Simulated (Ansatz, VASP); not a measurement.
## Hg: VASP beside Ansatz

```
Hg
1.0
     1.68772   -4.05323    0.00000
     1.68772    4.05323    0.00000
     0.00000    0.00000    4.33560
Hg
2
Direct
  0.86039 0.13961 0.25000
  0.13961 0.86039 0.75000
```

Alike in both runs: functional PBE; k mesh 16 × 16 × 14; occupations gaussian, width 0.1 eV; no spin polarisation.

Ansatz relaxed the structure, and its values are those at the end. VASP's run is a single point on that final structure, the one shown.

|  | VASP | Ansatz |
| --- | --- | --- |
| version | VASP 6.6.1 | Ansatz 0.2.0 |
| potentials or method | VASP PAW PBE potentials, release 64 (Hg), cutoff 520 eV | scalar-relativistic, plane waves, PAW |
| valence electrons in the cell | 24 | 40 |

|  | VASP | Ansatz | Ansatz less VASP |
| --- | --- | --- | --- |
| gap on the k mesh at the Fermi level (eV) | none | none | - |
| pressure (GPa) | 0.1 | 0.0 | -0.14 |
| rms of the force components (eV/Å) | 0.002 | 0.003 | +0.0018 |

A gap of «none» marks a metal or a gap that the smearing closes. VASP's potentials hold 24 valence electrons a cell and Ansatz's 40, so a difference there can come from the potentials and not from the codes.

Neither program's run includes spin-orbit coupling.
